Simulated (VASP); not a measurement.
# CdSe (F-43m) in VASP: further runs, part 2 of 2

VASP 6.6.1. Earlier steps stand in the parts before.

### 3 Single point, PBE (strain -0.5%)

The input, INCAR:

```
SYSTEM = CdSe
  PREC = Accurate
  ENCUT = 520
  EDIFF = 1E-6
  ISMEAR = -1
  SIGMA = 0.02
  LREAL = .False.
  LASPH = .True.
  NELM = 100
  ALGO = Normal
  ISIF = 2
  LWAVE = .False.
  LCHARG = .False.
  GGA = PE
  NBANDS = 16
```

The input, KPOINTS:

```
regular mesh
0
Gamma
  8 8 8
  0 0 0
```

The input, POSCAR:

```
CdSe
1.0
    0.0000000000      3.0527488383      3.0527488383
    3.0527488383      0.0000000000      3.0527488383
    3.0527488383      3.0527488383      0.0000000000
Cd Se
1 1
Direct
    0.0000000000      0.0000000000      0.0000000000
    0.2500000000      0.2500000000      0.2500000000
```

Potentials or basis: VASP PAW PBE potentials, release 64 (Cd, Se).

The run is started by

```
cat potpaw_PBE.64/Cd/POTCAR potpaw_PBE.64/Se/POTCAR > POTCAR
mpirun -np 1 vasp_std > vasp.out
```

OUTCAR:

```text
SYSTEM = CdSe
   PREC = Accurate
   ENCUT = 520
   EDIFF = 1E-6
   ISMEAR = -1
   LREAL = .False.
   LASPH = .True.
   NELM = 100
   ISIF = 2
   GGA = PE

 ion  position               nearest neighbor table
   1  0.000  0.000  0.000-   2 2.64   2 2.64   2 2.64   2 2.64
   2  0.250  0.250  0.250-   1 2.64   1 2.64   1 2.64   1 2.64

  LATTYP: Found a face centered cubic cell.
 ALAT       =     6.1054976766

  Lattice vectors:

 A1 = (   0.0000000000,   3.0527488383,   3.0527488383)
 A2 = (   3.0527488383,   0.0000000000,   3.0527488383)
 A3 = (   3.0527488383,   3.0527488383,   0.0000000000)

Analysis of symmetry for initial positions (statically):
=====================================================================
 Subroutine PRICEL returns:
 Original cell was already a primitive cell.

 Routine SETGRP: Setting up the symmetry group for a
 face centered cubic supercell.

 Subroutine GETGRP returns: Found 24 space group operations
 (whereof 24 operations were pure point group operations)
 out of a pool of 48 trial point group operations.

The static configuration has the point symmetry T_d .

Analysis of symmetry for dynamics (positions and initial velocities):
=====================================================================
 Subroutine PRICEL returns:
 Original cell was already a primitive cell.

 Routine SETGRP: Setting up the symmetry group for a
 face centered cubic supercell.

 Subroutine GETGRP returns: Found 24 space group operations
 (whereof 24 operations were pure point group operations)
 out of a pool of 48 trial point group operations.

The dynamic configuration has the point symmetry T_d .

 Subroutine INISYM returns: Found 24 space group operations
 (whereof 24 operations are pure point group operations),
 and found     1 'primitive' translations

----------------------------------------------------------------------------------------

                                     Primitive cell

  volume of cell :      56.8988

  direct lattice vectors                    reciprocal lattice vectors
     0.000000000  3.052748838  3.052748838    -0.163786812  0.163786812  0.163786812
     3.052748838  0.000000000  3.052748838     0.163786812 -0.163786812  0.163786812
     3.052748838  3.052748838  0.000000000     0.163786812  0.163786812 -0.163786812

  length of vectors
     4.317238810  4.317238810  4.317238810     0.283687080  0.283687080  0.283687080

  position of ions in fractional coordinates (direct lattice)
     0.000000000  0.000000000  0.000000000
     0.250000000  0.250000000  0.250000000

  ion indices of the primitive-cell ions
   primitive index   ion index
                 1           1
                 2           2

----------------------------------------------------------------------------------------

 KPOINTS: regular mesh

Automatic generation of k-mesh.
 Grid dimensions read from file:
 generate k-points for:    8    8    8

 Generating k-lattice:

  Cartesian coordinates                     Fractional coordinates (reciprocal lattice)
    -0.020473351  0.020473351  0.020473351     0.125000000  0.000000000  0.000000000
     0.020473351 -0.020473351  0.020473351     0.000000000  0.125000000  0.000000000
     0.020473351  0.020473351 -0.020473351     0.000000000  0.000000000  0.125000000

  Length of vectors
     0.035460885  0.035460885  0.035460885

  Shift w.r.t. Gamma in fractional coordinates (k-lattice)
     0.000000000  0.000000000  0.000000000

 Subroutine IBZKPT returns following result:
 ===========================================

 Found     29 irreducible k-points:

 Following reciprocal coordinates:
            Coordinates               Weight
  0.000000  0.000000  0.000000      1.000000
  0.125000  0.000000  0.000000      8.000000
  0.250000  0.000000  0.000000      8.000000
  0.375000  0.000000  0.000000      8.000000
  0.500000  0.000000  0.000000      4.000000
  0.125000  0.125000  0.000000      6.000000
[... 16 lines left out ...]
  0.500000  0.250000  0.125000     48.000000
 -0.375000  0.250000  0.125000     24.000000
 [... further k-points ...]
   k-points           NKPTS =     29   k-points in BZ     NKDIM =     29   number of bands    NBANDS=     16
   number of dos      NEDOS =    301   number of ions     NIONS =      2
   total plane-waves  NPLWV =  32768
   dimension x,y,z NGX =    32 NGY =   32 NGZ =   32
   dimension x,y,z NGXF=    64 NGYF=   64 NGZF=   64
   ions per type =               1   1
   NGX,Y,Z   is equivalent  to a cutoff of  12.32, 12.32, 12.32 a.u.
   NGXF,Y,Z  is equivalent  to a cutoff of  24.64, 24.64, 24.64 a.u.
 SYSTEM =  CdSe
   PREC   = accura    normal or accurate (medium, high low for compatibility)
   ISTART =      0    job   : 0-new  1-cont  2-samecut
   ICHARG =      2    charge: 1-file 2-atom 10-const
   ISPIN  =      1    spin polarized calculation?
   LNONCOLLINEAR =      F non collinear calculations
   LSORBIT =      F    spin-orbit coupling
   LASPH  =      T    aspherical Exc in radial PAW
   ENCUT  =  520.0 eV  38.22 Ry    6.18 a.u.   8.03  8.03  8.03*2*pi/ulx,y,z
   NELM   =    100;   NELMIN=  2; NELMDL= -5     # of ELM steps
   EDIFF  = 0.1E-05   stopping-criterion for ELM
   LREAL  =      F    real-space projection
   EDIFFG = 0.1E-04   stopping-criterion for IOM
   NSW    =      0    number of steps for IOM
   IBRION =     -1    ionic relax: 0-MD 1-quasi-New 2-CG
   NFREE  =      0    steps in history (QN), initial steepest desc. (CG)
   ISIF   =      2    stress and relaxation
   ISYM   =      2    0-nonsym 1-usesym 2-fastsym
   POTIM  = 0.5000    time-step for ionic-motion
   TEBEG  =    0.0;   TEEND  =   0.0 temperature during run
   PSTRESS=    0.0 pullay stress
   NELECT =      18.0000    total number of electrons
   NUPDOWN=      -1.0000    fix difference up-down
   EMIN   =  10.00;   EMAX   =-10.00  energy-range for DOS
   EFERMI =   0.00;   METHOD = LEGACY
   ISMEAR =    -1;   SIGMA  =   0.02  broadening in eV -4-tet -1-fermi 0-gaus
   EFERMI_NEDOS =   21; number of points for ismear=-14 and -15
   IALGO  =     38    algorithm
   IMIX   =      4    mixing-type and parameters
     AMIX     =   0.40;   BMIX     =  1.00
     AMIX_MAG =   1.60;   BMIX_MAG =  1.00
  volume/ion in A,a.u.               =      28.45       191.99
  Fermi-wavevector in a.u.,A,eV,Ry     =   1.115487  2.107965 16.929889  1.244312
  Thomas-Fermi vector in A             =   2.252092
   LORBIT       =      0    0 simple, 1 ext, 2 COOP (PROOUT), +10 PAW based schemes
   GGA     = PE    functional components
   LHFCALC =     F    Hartree Fock is set to
   AEXX    =    0.0000 exact exchange contribution
   IVDW    =     0    specifies the selected vdW correction
   LEPSILON=     F    determine dielectric tensor
   LRPA    =     F    only Hartree local field effects (RPA)
 non-spin polarized calculation
  energy-cutoff  :      520.00
  volume of cell :       56.90
 maximum number of plane-waves:      1543
   NGX = 17   NGY = 17   NGZ = 17

 number of electron      18.0000006 magnetization

 Free energy of the ion-electron system (eV)
  ---------------------------------------------------
  ext. energy  EPLUGINS =         0.00000000
  ---------------------------------------------------
  free energy    TOTEN  =        -5.47799495 eV

  energy without entropy =       -5.47799494  energy(sigma->0) =       -5.47799495

 E-fermi :   1.1555     XC(G=0):  -8.8342

 val. band max:        0.8519624383   @ k =   0.0000   0.0000   0.0000
 cond. band min:       1.4371215359   @ k =   0.0000   0.0000   0.0000
 fundamental gap:      0.5851590976
 Fermi energy:         1.1555185290

 k-point     1 :       0.0000    0.0000    0.0000
  band No.  band energies     occupation
      1     -11.6783      2.00000
      2      -7.0448      2.00000
      3      -7.0448      2.00000
      4      -7.0448      2.00000
      5      -6.6825      2.00000
      6      -6.6825      2.00000
[... 8 lines left out ...]
     15      11.9261      0.00000
     16      11.9261      0.00000

 k-point     2 :       0.1250    0.0000    0.0000
  band No.  band energies     occupation
      1     -11.6260      2.00000
      2      -7.0281      2.00000
      3      -7.0281      2.00000
      4      -6.9974      2.00000
      5      -6.6833      2.00000
      6      -6.6833      2.00000
[... 8 lines left out ...]
     15      11.1654      0.00000
     16      11.3121      0.00000
[... 387 lines left out ...]
      5      -6.6611      2.00000
      6      -6.4498      2.00000
[... 8 lines left out ...]
     15      12.7052      0.00000
     16      13.4441      0.00000

 k-point    24 :      -0.3750    0.2500    0.1250
  band No.  band energies     occupation
      1     -11.2593      2.00000
      2      -6.9185      2.00000
      3      -6.8947      2.00000
      4      -6.7011      2.00000
      5      -6.6666      2.00000
      6      -6.3116      2.00000
[... 8 lines left out ...]
     15      12.5011      0.00000
     16      13.4512      0.00000

 [... further k-points ...]
[... 5 lines left out ...]
  --------------------------------------------------------------------------------------
  -------------------------------------------------------------------------------------
  Total        0.8890161      0.8890161      0.8890161      0.0000000      0.0000000      0.0000000
  in kB       25.0332361     25.0332361     25.0332361      0.0000000      0.0000000      0.0000000
  external PRESSURE =      25.0332361 kB  Pullay stress =       0.0000000 kB

 VOLUME and BASIS-vectors are now :
 -----------------------------------------------------------------------------
  energy-cutoff  :      520.00
  volume of cell :       56.90
      direct lattice vectors                 reciprocal lattice vectors
     0.000000000  3.052748838  3.052748838    -0.163786812  0.163786812  0.163786812
     3.052748838  0.000000000  3.052748838     0.163786812 -0.163786812  0.163786812
     3.052748838  3.052748838  0.000000000     0.163786812  0.163786812 -0.163786812

 POSITION                                       TOTAL-FORCE (eV/Angst)
 -----------------------------------------------------------------------------------
      0.00000      0.00000      0.00000        -0.000000     -0.000000     -0.000000
      1.52637      1.52637      1.52637         0.000000      0.000000      0.000000
 -----------------------------------------------------------------------------------
    total drift:                               -0.000000     -0.000000     -0.000000

  FREE ENERGIE OF THE ION-ELECTRON SYSTEM (eV)
  ---------------------------------------------------
  free  energy   TOTEN  =        -5.4779949460 eV

  energy  without entropy=       -5.4779949441  energy(sigma->0) =       -5.47799495
```

OSZICAR:

```text
N       E                     dE             d eps       ncg     rms          rms(c)
DAV:   1     0.106359780039E+03    0.10636E+03   -0.88373E+03   944   0.101E+03
DAV:   2    -0.187825263821E+01   -0.10824E+03   -0.10255E+03  1112   0.248E+02
DAV:   3    -0.583853863316E+01   -0.39603E+01   -0.39542E+01  1144   0.492E+01
DAV:   4    -0.585443359611E+01   -0.15895E-01   -0.15894E-01  1128   0.314E+00
DAV:   5    -0.585453351248E+01   -0.99916E-04   -0.99916E-04  1168   0.217E-01    0.608E+00
DAV:   6    -0.549853003238E+01    0.35600E+00   -0.54162E-01  1368   0.877E+00    0.482E+00
DAV:   7    -0.547677951443E+01    0.21751E-01   -0.14410E-01  1040   0.252E+00    0.208E+00
DAV:   8    -0.547770107971E+01   -0.92157E-03   -0.13523E-02  1112   0.141E+00    0.249E-01
DAV:   9    -0.547787873358E+01   -0.17765E-03   -0.14213E-03  1096   0.487E-01    0.460E-02
DAV:  10    -0.547794639654E+01   -0.67663E-04   -0.15762E-04  1192   0.156E-01    0.429E-02
DAV:  11    -0.547799515139E+01   -0.48755E-04   -0.80211E-05  1120   0.567E-02    0.160E-02
DAV:  12    -0.547799494603E+01    0.20536E-06   -0.21519E-06  1008   0.183E-02
   1 F= -.54779949E+01 E0= -.54779949E+01  d E =-.189154E-08
```

stdout:

```text
POSCAR found type information on POSCAR CdSe
 POSCAR found :  2 types and       2 ions
 scaLAPACK will be used
 LDA part: xc-table for (Slater+PW92), standard interpolation
 POSCAR, INCAR and KPOINTS ok, starting setup
 FFT: planning ... GRIDC
 FFT: planning ... GRID_SOFT
 FFT: planning ... GRID
 WAVECAR not read
 entering main loop
```

It took 7.7 s on 1 thread of Intel Xeon 6975P-C (Granite Rapids), shared host; peak memory 0.18 GiB.

What came out:

| Item | Value |
| --- | --- |
| Free energy | -5.4780 eV |
| Pressure | 2.5 GPa |
| Band gap on the k mesh | 0.59 eV, direct |

Levels at points of the mesh, in eV from the valence-band top:
```csv
k point,band 5,band 6,band 7,band 8,band 9,band 10,band 11,band 12,band 13,band 14
"(0.00, 0.00, 0.00)",-7.53,-7.53,0.00,0.00,0.00,0.59,5.94,5.94,5.94,9.74
"(0.50, 0.00, 0.00)",-7.51,-7.25,-4.32,-0.73,-0.73,2.38,6.44,6.44,7.39,10.02
"(0.50, 0.50, 0.00)",-7.48,-7.18,-4.03,-1.81,-1.81,3.16,3.75,9.06,10.15,10.15
```

Caveat: the cell differs from its parent crystal (strain -0.5%).
